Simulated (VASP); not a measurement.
Crystal: As2CO3.

```xyz
6
Lattice="3.7551 0.0000 0.0000 0.0000 3.7551 0.0000 0.0000 0.0000 6.4451" Properties=species:S:1:pos:R:3 pbc="T T T"
As    1.8776    1.8776    1.9938
As    1.8776    1.8776    4.4513
C     1.8776    1.8776    0.0000
O     0.0000    1.8776    0.0000
O     1.8776    0.0000    0.0000
O     0.0000    0.0000    0.0000
```

The cell was generated, and may not be a known phase.

- Program: VASP 6.6.1
- Task: relaxation of cell and atoms
- Functional: PBE
- Potentials or basis: VASP PAW PBE potentials, release 64 (As, C, O)
- Cutoff: 600 eV
- k mesh: 10 × 10 × 6
- Occupations: gaussian, width 0.1 eV
- Spin: no spin polarisation

At the start: pressure 0.8 GPa; volume 15.15 Å³/atom.

Question: Where does the relaxation end?

Answer: Over 7 steps the energy falls by 3.1 meV/atom and the volume is 15.57 Å³/atom (+2.8 %); space group P4/mmm (No. 123, to 0.1 Å) before and after.

The path:
| step | energy change (eV) | largest force (eV/Å) | pressure (GPa) | volume (Å³) |
| --- | --- | --- | --- | --- |
| 1 | 0.0000 | 0.1423 | 0.83 | 90.88 |
| 2 | -0.0118 | 0.1384 | 0.33 | 91.92 |
| 3 | -0.0150 | 0.1402 | -0.07 | 92.85 |
| 4 | -0.0172 | 0.0793 | 0.06 | 92.96 |
| 5 | -0.0184 | 0.0217 | 0.30 | 93.12 |
| 6 | -0.0183 | 0.0266 | -0.35 | 93.81 |
| 7 | -0.0188 | 0.0002 | -0.01 | 93.44 |

Final structure:
```yaml
crystal:
  lattice:
    - [3.81013, 0.00000, 0.00000]
    - [0.00000, 3.81013, 0.00000]
    - [0.00000, 0.00000, 6.43672]
  atoms:
    - { symbol: As, position: [0.50000, 0.50000, 0.30320] }
    - { symbol: As, position: [0.50000, 0.50000, 0.69680] }
    - { symbol: C, position: [0.50000, 0.50000, 0.00000] }
    - { symbol: O, position: [0.00000, 0.50000, 0.00000] }
    - { symbol: O, position: [0.50000, 0.00000, 0.00000] }
    - { symbol: O, position: [0.00000, 0.00000, 0.00000] }
```
